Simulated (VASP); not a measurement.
A run of VASP 6.6.1 is set up as follows.

Contents of INCAR:

```
SYSTEM = GaAs
PREC = Accurate ; ENCUT = 500
EDIFF = 1E-6 ; ISMEAR = 0
SIGMA = 0.02 ; LREAL = .False.
LASPH = .True. ; NELM = 120
ALGO = Normal ; ISIF = 2
LWAVE = .False. ; LCHARG = .False.
GGA = PE ; NBANDS = 16
GGA_COMPAT = .False.
```

The input KPOINTS:

```
Automatic mesh
0
Gamma
  12 12 12
  0 0 0
```

Contents of POSCAR:

```
GaAs
1.0
    0.0000000000      2.7490223173      2.7490223173
    2.7490223173      0.0000000000      2.7490223173
    2.7490223173      2.7490223173      0.0000000000
Ga As
1 1
Direct
    0.0000000000      0.0000000000      0.0000000000
    0.2500000000      0.2500000000      0.2500000000
```

Potentials or basis: VASP PAW PBE potentials, release 64 (Ga_d, As).

Run with:

```console
$ cat potpaw_PBE.64/Ga_d/POTCAR potpaw_PBE.64/As/POTCAR > POTCAR
$ mpirun -np 1 vasp_std > vasp.out
```

Question: Predict the pressure.

Answer: 11.2 GPa.

Question: Estimate the band gap on the k mesh.

Answer: 1.17 eV.

Caveat: the cell stands under pressure. A k mesh can miss the band edges.
